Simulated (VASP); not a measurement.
A run of VASP 6.6.1 is set up as follows.

The input INCAR:

```
PREC     = Accurate       # precision mode
ENCUT    = 750            # plane-wave cutoff, eV
EDIFF    = 1E-6           # SCF threshold, eV
ISMEAR   = 0              # smearing method
SIGMA    = 0.1            # smearing width, eV
LREAL    = False          # projectors in reciprocal space
LASPH    = True           # aspherical terms in the spheres
NELM     = 120            # most SCF steps
ALGO     = Normal         # electronic algorithm
ISIF     = 2              # what is computed and relaxed
LWAVE    = False          # write WAVECAR
LCHARG   = True           # write CHGCAR
GGA      = PE             # functional
LELF     = True           # ELF
LVHAR    = True         
NBANDS   = 16             # bands
GGA_COMPAT= False
```

File KPOINTS:

```
regular mesh
0
Gamma
  22 22 12
```

Contents of POSCAR:

```
LiW
1.0
    1.4566238964     -2.1722324122      0.0000000000
    1.4566238964      2.1722324122      0.0000000000
    0.0000000000      0.0000000000      4.9602027233
Li W
1 1
Direct
    0.5000000000      0.5000000000      0.5000000000
    0.0000000000      0.0000000000      0.0000000000
```

Potentials or basis: VASP PAW PBE potentials, release 64 (Li_sv, W_sv).

Command:

```sh
$ cat potpaw_PBE.64/Li_sv/POTCAR potpaw_PBE.64/W_sv/POTCAR > POTCAR
$ mpirun -np 1 vasp_std > vasp.out
```

Problem. What does it give for the band gap on the k mesh?

Solution. Zero (an odd number of electrons rules out a gap without spin polarisation).

Problem. Predict the pressure.

Solution. 0.2 GPa.

Stress tensor (GPa, compression positive):
```
 0.31  0.00  0.00
 0.00  0.49  0.00
 0.00  0.00 -0.13
```

Caveat: spin-orbit coupling is left out, which moves the levels of the heavy elements.
